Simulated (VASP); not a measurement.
Ca: relaxation of cell and atoms with PBE

Crystal: Ca.

```xyz
1
Lattice="-2.2029 2.2029 2.1921 2.2029 -2.2029 2.1921 2.2029 2.2029 -2.1921" Properties=species:S:1:pos:R:3 pbc="T T T"
Ca    0.0000    0.0000    2.1921
```

```yaml
Program: VASP 6.6.1
Task: relaxation of cell and atoms
Functional: PBE
Potentials_or_basis: VASP PAW PBE potentials, release 64 (Ca_sv)
Cutoff: 600 eV
k_mesh: 14 × 14 × 14
Occupations: gaussian, width 0.1 eV
Spin: no spin polarisation
Target_pressure: -1 GPa
Dipole_correction: no
Further_INCAR_settings: ALGO = Fast; EDIFF = 1e-06; IBRION = 2; EDIFFG = -0.008; NSW = 70; ISIF = 3
```

- Relaxed volume: 45.14 Å³/atom
- Relaxed cell: a = 3.885 Å, b = 3.885 Å, c = 3.885 Å, α = 109.33°, β = 109.33°, γ = 109.76°
- Space group after relaxing (to 0.05 Å): Im-3m (No. 229)
- Energy change on relaxing (the enthalpy is what falls): +9.5 meV/atom
- Ionic steps: 3
- Pressure after relaxing: -1.0 GPa
- Band gap on the k mesh: zero (band 5 reaches 1.97 eV, above the bottom of band 6 at 1.66 eV)

The path:
| step | energy change (eV) | largest force (eV/Å) | pressure (GPa) | volume (Å³) |
| --- | --- | --- | --- | --- |
| 1 | 0.0000 | 0.0000 | -0.14 | 42.55 |
| 2 | 0.0034 | 0.0000 | -0.63 | 43.97 |
| 3 | 0.0095 | 0.0000 | -1.00 | 45.14 |

Final structure:
```xyz
1
Lattice="-2.2470 2.2470 2.2351 2.2470 -2.2470 2.2351 2.2470 2.2470 -2.2351" Properties=species:S:1:pos:R:3 pbc="T T T"
Ca    0.0000    0.0000    2.2351
```

Levels at points of the mesh, in eV from the Fermi level:
| k point | band 2 | band 3 | band 4 | band 5 | band 6 | band 7 | band 8 | band 9 |
| --- | --- | --- | --- | --- | --- | --- | --- | --- |
| (0.00, 0.00, 0.00) | -23.16 | -23.16 | -23.16 | -3.95 | 2.17 | 2.19 | 2.19 | 3.16 |
| (0.50, 0.00, 0.00) | -23.26 | -23.19 | -23.16 | -0.87 | -0.08 | 1.29 | 3.07 | 3.42 |
| (0.50, 0.50, 0.00) | -23.26 | -23.19 | -23.15 | -0.89 | -0.10 | 1.32 | 3.05 | 3.42 |
| (0.50, 0.50, 0.50) | -23.24 | -23.24 | -23.23 | 0.10 | 0.11 | 3.63 | 3.63 | 3.88 |

Run time: 3.1 min on 1 thread of Intel(R) Xeon(R) 6975P-C (Granite Rapids), on a shared host, peak memory 0.26 GiB.

Caveat: the cell is relaxed towards a set pressure, so the enthalpy falls and the energy may rise.
